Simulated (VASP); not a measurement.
# Ti3H in VASP: a series of runs

The runs below take Ti3H through single point, with PBE.

All numbers are computed with VASP 6.6.1; they aren't measurements. Logs are shortened: lines on timing, memory, paths and dates and some standing lists are left out, and cuts for length are marked.

**1. The cell of the first run**

The cell holds a slab with vacuum, 8 atoms: a = 4.604 Å, b = 4.604 Å, c = 22.497 Å, α = 90.00°, β = 90.00°, γ = 120.00°.

**2. Single point, PBE**

INCAR

```
PREC     = Accurate       # precision mode
ENCUT    = 520            # plane-wave cutoff, eV
EDIFF    = 1E-6           # SCF threshold, eV
ISMEAR   = 0              # smearing method
SIGMA    = 0.1            # smearing width, eV
LREAL    = False          # projectors in reciprocal space
LASPH    = True           # aspherical terms in the spheres
NELM     = 100            # most SCF steps
ALGO     = Normal         # electronic algorithm
ISIF     = 2              # what is computed and relaxed
LWAVE    = False          # write WAVECAR
LCHARG   = False          # write CHGCAR
LDIPOL   = True         
IDIPOL   = 3            
DIPOL    = 0.5 0.5 0.311
GGA      = PE             # functional
NBANDS   = 47             # bands
```

KPOINTS

```
Automatic mesh
0
Gamma
  6 6 1
```

POSCAR

```
Ti3H
1.0
    4.6039800811      0.0000000000      0.0000000000
   -2.3019900405      3.9871637087      0.0000000000
    0.0000000000      0.0000000000     22.4969948581
Ti H
6 2
Direct
    0.6666666667      0.3333333333      0.1778015253
    0.3333333333      0.6666666667      0.2195752601
    0.0000000000      0.0000000000      0.2613489950
    0.6666666667      0.3333333333      0.2980583739
    0.3333333333      0.6666666667      0.3304600279
    0.0000000000      0.0000000000      0.3776946615
    0.2757109188      0.7242890812      0.4119214551
    0.3909557479      0.6090442521      0.4119214551
```

Potentials or basis: VASP PAW PBE potentials, release 64 (Ti_sv, H).

The run is started by

```bash
$ cat potpaw_PBE.64/Ti_sv/POTCAR potpaw_PBE.64/H/POTCAR > POTCAR
$ mpirun -np 1 vasp_std > vasp.out
```

OUTCAR:

```text
PREC = Accurate
   ENCUT = 520
   EDIFF = 1E-6
   ISMEAR = 0
   LREAL = False
   LASPH = True
   NELM = 100
   ISIF = 2
   GGA = PE

 ion  position               nearest neighbor table
   1  0.667  0.333  0.178-   4 2.71   2 2.82   2 2.82   2 2.82
   2  0.333  0.667  0.220-   5 2.49   1 2.82   1 2.82   3 2.82   1 2.82   3 2.82   3 2.82
   3  0.000  0.000  0.261-   6 2.62   4 2.78   4 2.78   4 2.78   2 2.82   2 2.82   2 2.82
   4  0.667  0.333  0.298-   1 2.71   5 2.76   5 2.76   5 2.76   3 2.78   3 2.78   3 2.78
   5  0.333  0.667  0.330-   7 1.89   8 1.89   2 2.49   4 2.76   4 2.76   4 2.76   6 2.86   6 2.86
                             6 2.86
   6  0.000  0.000  0.378-   3 2.62   5 2.86   5 2.86   5 2.86
   7  0.276  0.724  0.412-   5 1.89
   8  0.391  0.609  0.412-   5 1.89

  LATTYP: Found a hexagonal cell.
 ALAT       =     4.6039800811
 C/A-ratio  =     4.8864231517

  Lattice vectors:

 A1 = (   4.6039800811,   0.0000000000,   0.0000000000)
 A2 = (  -2.3019900405,   3.9871637087,   0.0000000000)
 A3 = (   0.0000000000,   0.0000000000,  22.4969948581)

Analysis of symmetry for initial positions (statically):
=====================================================================
 Subroutine PRICEL returns:
 Original cell was already a primitive cell.

 Routine SETGRP: Setting up the symmetry group for a
 hexagonal supercell.

 Subroutine GETGRP returns: Found  2 space group operations
 (whereof  2 operations were pure point group operations)
 out of a pool of 24 trial point group operations.

The static configuration has the point symmetry C_1h.

Analysis of symmetry for dynamics (positions and initial velocities):
=====================================================================
 Subroutine PRICEL returns:
 Original cell was already a primitive cell.

 Routine SETGRP: Setting up the symmetry group for a
 hexagonal supercell.

 Subroutine GETGRP returns: Found  2 space group operations
 (whereof  2 operations were pure point group operations)
 out of a pool of 24 trial point group operations.

The dynamic configuration has the point symmetry C_1h.

 Subroutine INISYM returns: Found  2 space group operations
 (whereof  2 operations are pure point group operations),
 and found     1 'primitive' translations

----------------------------------------------------------------------------------------

                                     Primitive cell

  volume of cell :     412.9733

  direct lattice vectors                    reciprocal lattice vectors
     4.603980081  0.000000000  0.000000000     0.217203372  0.125402426  0.000000000
    -2.301990040  3.987163709  0.000000000     0.000000000  0.250804851  0.000000000
     0.000000000  0.000000000 22.496994858     0.000000000  0.000000000  0.044450381

  length of vectors
     4.603980081  4.603980081 22.496994858     0.250804851  0.250804851  0.044450381

  position of ions in fractional coordinates (direct lattice)
     0.666666667  0.333333333  0.177801525
     0.333333333  0.666666667  0.219575260
     0.000000000  0.000000000  0.261348995
     0.666666667  0.333333333  0.298058374
     0.333333333  0.666666667  0.330460028
     0.000000000  0.000000000  0.377694662
     0.275710919  0.724289081  0.411921455
     0.390955748  0.609044252  0.411921455

  ion indices of the primitive-cell ions
   primitive index   ion index
                 1           1
                 2           2
                 3           3
                 4           4
                 5           5
                 6           6
                 7           7
                 8           8

----------------------------------------------------------------------------------------

 KPOINTS: Automatic mesh

Automatic generation of k-mesh.
 Grid dimensions read from file:
 generate k-points for:    6    6    1

 Generating k-lattice:

  Cartesian coordinates                     Fractional coordinates (reciprocal lattice)
     0.036200562  0.020900404  0.000000000     0.166666667  0.000000000  0.000000000
     0.000000000  0.041800809  0.000000000     0.000000000  0.166666667  0.000000000
     0.000000000  0.000000000  0.044450381     0.000000000  0.000000000  1.000000000

  Length of vectors
     0.041800809  0.041800809  0.044450381

  Shift w.r.t. Gamma in fractional coordinates (k-lattice)
     0.000000000  0.000000000  0.000000000

 Subroutine IBZKPT returns following result:
 ===========================================

 Found     13 irreducible k-points:

 Following reciprocal coordinates:
            Coordinates               Weight
  0.000000  0.000000  0.000000      1.000000
  0.166667  0.000000  0.000000      4.000000
 -0.166667  0.166667  0.000000      2.000000
  0.333333  0.000000  0.000000      4.000000
 -0.333333  0.333333  0.000000      2.000000
  0.500000 -0.000000  0.000000      2.000000
  0.500000  0.500000  0.000000      1.000000
  0.166667  0.166667  0.000000      2.000000
 -0.166667  0.333333  0.000000      4.000000
  0.333333  0.166667  0.000000      4.000000
 -0.166667  0.500000  0.000000      4.000000
  0.500000  0.333333  0.000000      4.000000
  0.333333  0.333333  0.000000      2.000000
   k-points           NKPTS =     13   k-points in BZ     NKDIM =     13   number of bands    NBANDS=     47
   number of dos      NEDOS =    301   number of ions     NIONS =      8
   total plane-waves  NPLWV = 217728
   dimension x,y,z NGX =    36 NGY =   36 NGZ =  168
   dimension x,y,z NGXF=    72 NGYF=   72 NGZF=  336
   ions per type =               6   2
   NGX,Y,Z   is equivalent  to a cutoff of  13.00, 13.00, 12.41 a.u.
   NGXF,Y,Z  is equivalent  to a cutoff of  26.00, 26.00, 24.83 a.u.
 SYSTEM =  unknown system
   PREC   = accura    normal or accurate (medium, high low for compatibility)
   ISTART =      0    job   : 0-new  1-cont  2-samecut
   ICHARG =      2    charge: 1-file 2-atom 10-const
   ISPIN  =      1    spin polarized calculation?
   LNONCOLLINEAR =      F non collinear calculations
   LSORBIT =      F    spin-orbit coupling
   LASPH  =      T    aspherical Exc in radial PAW
   ENCUT  =  520.0 eV  38.22 Ry    6.18 a.u.   8.56  8.56 41.83*2*pi/ulx,y,z
   NELM   =    100;   NELMIN=  2; NELMDL= -5     # of ELM steps
   EDIFF  = 0.1E-05   stopping-criterion for ELM
   LREAL  =      F    real-space projection
   EDIFFG = 0.1E-04   stopping-criterion for IOM
   NSW    =      0    number of steps for IOM
   IBRION =     -1    ionic relax: 0-MD 1-quasi-New 2-CG
   NFREE  =      0    steps in history (QN), initial steepest desc. (CG)
   ISIF   =      2    stress and relaxation
   ISYM   =      2    0-nonsym 1-usesym 2-fastsym
   POTIM  = 0.5000    time-step for ionic-motion
   TEBEG  =    0.0;   TEEND  =   0.0 temperature during run
   PSTRESS=    0.0 pullay stress
   NELECT =      74.0000    total number of electrons
   NUPDOWN=      -1.0000    fix difference up-down
   EMIN   =  10.00;   EMAX   =-10.00  energy-range for DOS
   EFERMI =   0.00;   METHOD = LEGACY
   ISMEAR =     0;   SIGMA  =   0.10  broadening in eV -4-tet -1-fermi 0-gaus
   EFERMI_NEDOS =   21; number of points for ismear=-14 and -15
   IALGO  =     38    algorithm
   IMIX   =      4    mixing-type and parameters
     AMIX     =   0.40;   BMIX     =  1.00
     AMIX_MAG =   1.60;   BMIX_MAG =  1.00
  volume/ion in A,a.u.               =      51.62       348.36
  Fermi-wavevector in a.u.,A,eV,Ry     =   0.922950  1.744122 11.589936  0.851836
  Thomas-Fermi vector in A             =   2.048533
   LORBIT       =      0    0 simple, 1 ext, 2 COOP (PROOUT), +10 PAW based schemes
   GGA     = PE    functional components
   LHFCALC =     F    Hartree Fock is set to
   AEXX    =    0.0000 exact exchange contribution
   IVDW    =     0    specifies the selected vdW correction
   LEPSILON=     F    determine dielectric tensor
   LRPA    =     F    only Hartree local field effects (RPA)
 non-spin polarized calculation
 Gauss-broadening in eV      SIGMA  =   0.10
  energy-cutoff  :      520.00
  volume of cell :      412.97
 maximum number of plane-waves:     11163
 NGX is ok and might be reduce to    36
   NGX = 17   NGY = 17   NGZ = 83

 dipolmoment           0.000000      0.000000      0.239908 electrons x Angstroem

 number of electron      73.9999982 magnetization

 dipolmoment           0.000000      0.000000     -0.058589 electrons x Angstroem

 Free energy of the ion-electron system (eV)
  ---------------------------------------------------
  ext. energy  EPLUGINS =         0.00000000
  ---------------------------------------------------
  free energy    TOTEN  =       -48.82033919 eV

  energy without entropy =      -48.74028973  energy(sigma->0) =      -48.78031446

 E-fermi :  -0.0954     XC(G=0):  -3.9680

 val. band max:       -0.1045970051   @ k =  -0.1667   0.5000   0.0000
 cond. band min:      -0.0924935853   @ k =   0.0000   0.0000   0.0000
 fundamental gap:      0.0121034198
 Fermi energy:        -0.0953901794

 k-point     1 :       0.0000    0.0000    0.0000
  band No.  band energies     occupation
      1     -57.1758      2.00000
      2     -57.1568      2.00000
      3     -56.6200      2.00000
      4     -56.5044      2.00000
      5     -56.4424      2.00000
      6     -56.2716      2.00000
[... 39 lines left out ...]
     46       1.5986      0.00000
     47       1.6276      0.00000

 k-point     2 :       0.1667    0.0000    0.0000
  band No.  band energies     occupation
      1     -57.1752      2.00000
      2     -57.1564      2.00000
      3     -56.6121      2.00000
      4     -56.5058      2.00000
      5     -56.4480      2.00000
      6     -56.2738      2.00000
[... 542 lines left out ...]
 k-point    13 :       0.3333    0.3333    0.0000
  band No.  band energies     occupation
      1     -57.1730      2.00000
      2     -57.1550      2.00000
      3     -56.5775      2.00000
      4     -56.5079      2.00000
      5     -56.4770      2.00000
      6     -56.2819      2.00000
[... 39 lines left out ...]
     46       1.3006      0.00000
     47       1.4942      0.00000

------------------------ aborting loop because EDIFF is reached ----------------------------------------

 vacuum level on the upper side and lower side of the slab       (xc-potential included)        -0.391         0.278

  FORCE on cell =-STRESS in cart. coord.  units (eV):
  Direction    XX          YY          ZZ          XY          YZ          ZX
  --------------------------------------------------------------------------------------
  -------------------------------------------------------------------------------------
  Total       -2.6718716     -3.4535218     -0.0922735     -0.6769289     -0.2437202      0.4221355
  in kB      -10.3658318    -13.3983331     -0.3579857     -2.6262232     -0.9455403      1.6377230
  external PRESSURE =      -8.0407169 kB  Pullay stress =       0.0000000 kB

 VOLUME and BASIS-vectors are now :
 -----------------------------------------------------------------------------
  energy-cutoff  :      520.00
  volume of cell :      412.97
      direct lattice vectors                 reciprocal lattice vectors
     4.603980081  0.000000000  0.000000000     0.217203372  0.125402426  0.000000000
    -2.301990040  3.987163709  0.000000000     0.000000000  0.250804851  0.000000000
     0.000000000  0.000000000 22.496994858     0.000000000  0.000000000  0.044450381

 POSITION                                       TOTAL-FORCE (eV/Angst)
 -----------------------------------------------------------------------------------
      2.30199      1.32905      4.00000        -0.034578      0.019964      0.026155
     -0.00000      2.65811      4.93978        -0.007098      0.004098      0.111666
      0.00000      0.00000      5.87957        -0.043340      0.025022     -0.467973
      2.30199      1.32905      6.70542         0.020012     -0.011554     -0.199848
     -0.00000      2.65811      7.43436        -0.143679      0.082953      0.927937
      0.00000      0.00000      8.49699         0.194229     -0.112138     -0.246120
     -0.39794      2.88786      9.26699        -0.703827      0.406355     -0.092859
      0.39794      2.42836      9.26699         0.718281     -0.414700     -0.058958
 -----------------------------------------------------------------------------------
    total drift:                                0.000025     -0.000015      0.000844

  FREE ENERGIE OF THE ION-ELECTRON SYSTEM (eV)
  ---------------------------------------------------
  free  energy   TOTEN  =       -48.8203391938 eV

  energy  without entropy=      -48.7402897270  energy(sigma->0) =      -48.78031446

 vacuum level on the upper side and lower side of the slab         2.713         3.292
```

Wall time 5.1 min (1 thread of AMD EPYC 9R45 (Zen 5), shared host); peak memory 0.52 GiB.

What came out:

```yaml
Free_energy: -48.8203 eV
Largest_force: 0.943 eV/Å
Band_gap_on_the_k_mesh: zero (bands 37 and 38 overlap by 0.11 eV)
```

Forces in eV/Å, atoms in the order of the input:
```
Ti  -0.035  0.020  0.026
Ti  -0.007  0.004  0.112
Ti  -0.043  0.025 -0.468
Ti   0.020 -0.012 -0.200
Ti  -0.144  0.083  0.928
Ti   0.194 -0.112 -0.246
H   -0.704  0.406 -0.093
H    0.718 -0.415 -0.059
```

**3. Single point, PBE**

INCAR

```
  PREC = Accurate
  ENCUT = 520
  EDIFF = 1E-6
  ISMEAR = 0
  SIGMA = 0.1
  LREAL = F
  LASPH = T
  NELM = 100
  ALGO = Normal
  ISIF = 2
  LWAVE = F
  LCHARG = T
  LDIPOL = T
  IDIPOL = 3
  DIPOL = 0.5 0.5 0.318
  GGA = PE
  LELF = T
  LVHAR = T
  LVACPOTAV = T
  NBANDS = 47
```

KPOINTS is that of step 2.

POSCAR, as its differences from that of step 2:

```diff
@@ -14,3 +14,3 @@
     0.0000000000      0.0000000000      0.3776946615
-    0.2757109188      0.7242890812      0.4119214551
-    0.3909557479      0.6090442521      0.4119214551
+    0.2757109188      0.7242890812      0.4403696992
+    0.3909557479      0.6090442521      0.4403696992
```

Potentials or basis: VASP PAW PBE potentials, release 64 (Ti_sv, H).

The run is started by

```bash
$ cat potpaw_PBE.64/Ti_sv/POTCAR potpaw_PBE.64/H/POTCAR > POTCAR
$ mpirun -np 1 vasp_std > vasp.out
```

OUTCAR:

```text
PREC = Accurate
   ENCUT = 520
   EDIFF = 1E-6
   ISMEAR = 0
   LREAL = F
   LASPH = T
   NELM = 100
   ISIF = 2
   GGA = PE

 ion  position               nearest neighbor table
   1  0.667  0.333  0.178-   4 2.71   2 2.82   2 2.82   2 2.82
   2  0.333  0.667  0.220-   5 2.49   1 2.82   1 2.82   3 2.82   1 2.82   3 2.82   3 2.82
   3  0.000  0.000  0.261-   6 2.62   4 2.78   4 2.78   4 2.78   2 2.82   2 2.82   2 2.82
   4  0.667  0.333  0.298-   1 2.71   5 2.76   5 2.76   5 2.76   3 2.78   3 2.78   3 2.78
   5  0.333  0.667  0.330-   2 2.49   4 2.76   4 2.76   4 2.76   6 2.86   6 2.86   6 2.86
   6  0.000  0.000  0.378-   3 2.62   5 2.86   5 2.86   5 2.86
[... 857 lines left out ...]
  external PRESSURE =     -13.4940554 kB  Pullay stress =       0.0000000 kB

 VOLUME and BASIS-vectors are now :
 -----------------------------------------------------------------------------
  energy-cutoff  :      520.00
  volume of cell :      412.97
      direct lattice vectors                 reciprocal lattice vectors
     4.603980081  0.000000000  0.000000000     0.217203372  0.125402426  0.000000000
    -2.301990040  3.987163709  0.000000000     0.000000000  0.250804851  0.000000000
     0.000000000  0.000000000 22.496994858     0.000000000  0.000000000  0.044450381

 POSITION                                       TOTAL-FORCE (eV/Angst)
 -----------------------------------------------------------------------------------
      2.30199      1.32905      4.00000         0.010255     -0.005921      0.072739
     -0.00000      2.65811      4.93978        -0.015142      0.008742      0.284445
      0.00000      0.00000      5.87957        -0.018760      0.010831     -0.347585
      2.30199      1.32905      6.70542        -0.003844      0.002220     -0.087021
     -0.00000      2.65811      7.43436        -0.024685      0.014252      1.100460
      0.00000      0.00000      8.49699        -0.033390      0.019278     -0.320157
     -0.39794      2.88786      9.90699         1.360860     -0.785693     -0.326513
      0.39794      2.42836      9.90699        -1.275294      0.736291     -0.376368
 -----------------------------------------------------------------------------------
    total drift:                                0.000014     -0.000008      0.001432

  FREE ENERGIE OF THE ION-ELECTRON SYSTEM (eV)
  ---------------------------------------------------
  free  energy   TOTEN  =       -48.2692886019 eV

  energy  without entropy=      -48.1804401803  energy(sigma->0) =      -48.22486439

 vacuum level on the upper side and lower side of the slab         2.900         3.267
```

It took 5.3 min on 1 thread of AMD EPYC 9R45 (Zen 5), shared host; peak memory 0.52 GiB.

What came out:

- Free energy: -48.2693 eV
- Largest force: 1.605 eV/Å
- Band gap on the k mesh: zero (bands 37 and 38 overlap by 0.24 eV)

Forces in eV/Å, atoms in the order of the input:
```
Ti   0.010 -0.006  0.073
Ti  -0.015  0.009  0.284
Ti  -0.019  0.011 -0.348
Ti  -0.004  0.002 -0.087
Ti  -0.025  0.014  1.100
Ti  -0.033  0.019 -0.320
H    1.361 -0.786 -0.327
H   -1.275  0.736 -0.376
```

(Continued in part 2 of 2.)

The gap in the log of VASP goes by the Fermi energy; the results here count the filled bands.